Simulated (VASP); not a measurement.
# Ge: single point with revPBE

Ge:

```xyz
2
Lattice="1.5071 -2.6507 0.0000 1.5071 2.6507 0.0000 0.0000 0.0000 4.9148" Properties=species:S:1:pos:R:3 pbc="T T T"
Ge    1.5071    0.8783    1.2287
Ge    1.5071   -0.8783    3.6861
```

| Item | Value |
| --- | --- |
| Program | VASP 6.6.1 |
| Task | single point |
| Functional | revPBE |
| Potentials or basis | VASP PAW PBE potentials, release 64 (Ge_d) |
| Cutoff | 520 eV |
| k mesh | 10 × 10 × 6 |
| Occupations | fermi-dirac, width 0.05 eV |
| Spin | no spin polarisation |
| Dipole correction | no |
| Further INCAR settings | ALGO = Normal; EDIFF = 1e-06; NBANDS = 21 |

```json
{"Pressure": "0.0 GPa", "Band gap on the k mesh": "zero (band 14 reaches 12.87 eV, above the bottom of band 15 at 4.36 eV)"}
```

Levels at points of the mesh, in eV from the Fermi level:
```tsv
k point	band 12	band 13	band 14	band 15	band 16	band 17
(0.00, 0.00, 0.00)	-7.66	-5.25	6.31	6.59	8.21	8.42
(0.50, 0.00, 0.00)	-6.80	-2.57	-1.45	-0.79	1.43	2.42
(0.50, 0.50, 0.00)	-6.93	-2.63	-1.51	-0.91	1.31	2.75
(0.00, 0.00, 0.50)	-11.29	1.32	1.32	7.32	7.32	7.57
(0.50, 0.00, 0.50)	-6.87	-4.61	-4.61	3.90	3.90	4.50
(0.50, 0.50, 0.50)	-7.02	-4.68	-4.68	4.24	4.24	4.52
```

It took 23 s on 1 thread of Intel(R) Xeon(R) 6975P-C (Granite Rapids) (shared host), peak memory 0.21 GiB.

Caveat: the PAW data sets were made with another functional, which shifts forces and pressure a little.
